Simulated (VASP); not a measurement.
Crystal: Ca.

```
Ca
1.0
     3.85342   -2.44556    0.00000
     3.85342    2.44556    0.00000
    -2.80286    0.00000    5.34614
Ca
2
Direct
  0.06400 0.06400 0.15300
  0.93600 0.93600 0.84700
```

* Program: VASP 6.6.1
* Task: relaxation of cell and atoms
* Functional: PBE
* Potentials or basis: VASP PAW PBE potentials, release 64 (Ca_sv)
* Cutoff: 600 eV
* k mesh: 4 × 4 × 4
* Occupations: gaussian, width 0.1 eV
* Spin: no spin polarisation

At the start: pressure 31.1 GPa; volume 50.38 Å³/atom.

**Question.** Where does the relaxation end?

**Answer.** Over 47 steps the energy falls by 6686.3 meV/atom and the volume is 42.61 Å³/atom (-15.4 %); space group C2/m (No. 12, to 0.1 Å) before, Cmcm (No. 63, to 0.1 Å).

The path:
```tsv
step	energy change (eV)	largest force (eV/Å)	pressure (GPa)	volume (Å³)
1	0.0000	40.3025	31.07	100.76
3	-6.3838	0.7451	-0.75	201.20
5	-9.9700	2.7388	2.49	166.04
7	-11.6804	1.6774	0.38	118.10
9	-11.8569	1.1620	0.51	105.16
11	-12.2126	0.9770	-0.15	107.57
13	-12.8751	0.3241	-0.96	100.65
15	-12.9059	0.2655	-0.33	94.10
17	-13.0066	0.3176	0.73	85.53
19	-13.1087	0.0308	-0.25	88.52
21	-13.1306	0.0695	-0.15	87.95
23	-13.1382	0.1050	0.52	84.30
25	-13.1422	0.1462	0.60	83.93
27	-13.1570	0.3678	1.11	82.04
29	-13.1743	0.4344	1.13	82.33
31	-13.1528	0.7923	1.20	82.55
33	-13.2119	0.5902	0.86	83.71
35	-13.2529	0.4666	-0.99	92.44
37	-13.2976	0.4305	-0.48	89.03
39	-13.3409	0.2131	-0.38	87.55
41	-13.3651	0.1145	0.31	83.66
43	-13.3704	0.0605	0.18	84.24
45	-13.3719	0.0459	-0.02	85.19
47	-13.3726	0.0353	-0.02	85.22
```

Final structure:
```xyz
2
Lattice="3.3159 -1.9237 0.6424 3.3159 1.9237 0.6424 -1.2642 0.0000 6.4349" Properties=species:S:1:pos:R:3 pbc="T T T"
Ca    0.7319    0.0000    1.8112
Ca    4.6357    0.0000    5.9085
```

Caveat: the k points lie up to 0.47 Å⁻¹ apart in the final cell, too coarse for converged energies and pressures of a metal; the volume moved by over 15 % at a fixed basis, so the end points are rough.
